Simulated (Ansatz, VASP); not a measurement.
## MgB2 in VASP and in Ansatz

The input INCAR:

```
SYSTEM = MgB2
PREC = Accurate
ENCUT = 600
EDIFF = 1E-6
ISMEAR = -1
SIGMA = 0.05
LREAL = .False.
LASPH = .True.
NELM = 120
ALGO = Normal
ISIF = 2
LWAVE = .False.
LCHARG = .False.
GGA = PS
NBANDS = 11
GGA_COMPAT = .False.
```

KPOINTS

```
Automatic mesh
0
Gamma
  8 8 6
  0 0 0
```

POSCAR

```
MgB2
1.0
    3.0233000000      0.0000000000      0.0000000000
   -1.5116500000      2.6182546033      0.0000000000
    0.0000000000      0.0000000000      3.5230000000
Mg B
1 2
Direct
    0.0000000000      0.0000000000      0.0000000000
    0.6666666667      0.3333333333      0.5000000000
    0.3333333333      0.6666666667      0.5000000000
```

The input input.yaml:

```yaml
crystal:
  lattice:
    - [3.0233, 0.0, 0.0]
    - [-1.51165, 2.6182546033, 0.0]
    - [0.0, 0.0, 3.523]
  atoms:
    - { symbol: Mg, position: [0.0, 0.0, 0.0] }
    - { symbol: B, position: [0.6666666667, 0.3333333333, 0.5] }
    - { symbol: B, position: [0.3333333333, 0.6666666667, 0.5] }
hamiltonian:
  xc: pbesol
  pseudopotentials: { kind: paw }
kpoints:
  mp_grid: { grid: [8, 8, 6] }
scf:
  occupations: { method: fermi_dirac, width: 0.05 }
output:
  forces: true
  stress: true
  eigenvalues: true
```

Alike in both runs: task single point; functional PBEsol; k mesh 8 × 8 × 6; occupations fermi-dirac, width 0.05 eV; no spin polarisation.

|  | VASP | Ansatz |
| --- | --- | --- |
| version | VASP 6.6.1 | Ansatz 0.2.0 |
| potentials or method | VASP PAW PBE potentials, release 64 (Mg, B) | Ansatz PAW |
| plane-wave cutoff (eV) | 600 | 420 |
| valence electrons in the cell | 8 | 16 |

Ansatz gave:

```
gap on the k mesh at the Fermi level (eV)                     : none
pressure (GPa)                                                : 4.2
traceless stress, the component that is largest in VASP (GPa) : -4.98
```

Question: Estimate VASP's values.

Answer: gap on the k mesh at the Fermi level (eV): none; pressure (GPa): 4.2; traceless stress, the component that is largest in VASP (GPa): -5.12.

VASP's potentials were made for PBE, not for PBEsol. A gap of «none» marks a metal or a gap that the smearing closes. VASP's potentials hold 8 valence electrons a cell and Ansatz's 16, so a difference there can come from the potentials and not from the codes.
